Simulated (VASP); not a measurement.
## LiAg3: single point with LDA

The system is LiAg3.

```
CELL_PARAMETERS angstrom
5.74088 0.00000 0.00000
-2.87044 4.97175 0.00000
0.00000 0.00000 4.65837
ATOMIC_POSITIONS crystal
Li 0.33333 0.66667 0.75000
Li 0.66667 0.33333 0.25000
Ag 0.16807 0.33615 0.25000
Ag 0.16807 0.83193 0.25000
Ag 0.66385 0.83193 0.25000
Ag 0.83193 0.66385 0.75000
Ag 0.83193 0.16807 0.75000
Ag 0.33615 0.16807 0.75000
```

- Program: VASP 6.6.1
- Task: single point
- Functional: LDA
- Potentials or basis: VASP PAW LDA potentials, release 64 (Li_sv, Ag)
- Cutoff: 520 eV
- k mesh: 4 × 4 × 5
- Occupations: gaussian, width 0.15 eV
- Spin: no spin polarisation
- Dipole correction: no
- Further INCAR settings: ALGO = Normal; EDIFF = 1e-07; NBANDS = 46

```
Largest force          : 0.007 eV/Å
Band gap on the k mesh : zero (bands 36 and 37 overlap by 2.19 eV)
```

Forces on the atoms (eV/Å):
```
Li   0.000  0.000  0.000
Li   0.000  0.000  0.000
Ag   0.000 -0.007  0.000
Ag  -0.006  0.003  0.000
Ag   0.006  0.003  0.000
Ag   0.000  0.007  0.000
Ag   0.006 -0.003  0.000
Ag  -0.006 -0.003  0.000
```

Levels at points of the mesh, in eV from the Fermi level:
| k point | band 33 | band 34 | band 35 | band 36 | band 37 | band 38 |
| --- | --- | --- | --- | --- | --- | --- |
| (0.00, 0.00, 0.00) | -2.76 | -0.23 | -0.01 | 0.07 | 0.07 | 1.26 |
| (0.50, 0.00, 0.00) | -2.96 | -2.90 | -1.13 | -0.44 | 2.37 | 2.89 |

It took 51 s on 1 thread of Intel(R) Xeon(R) Platinum 8488C (Sapphire Rapids) (shared host), peak memory 0.24 GiB.
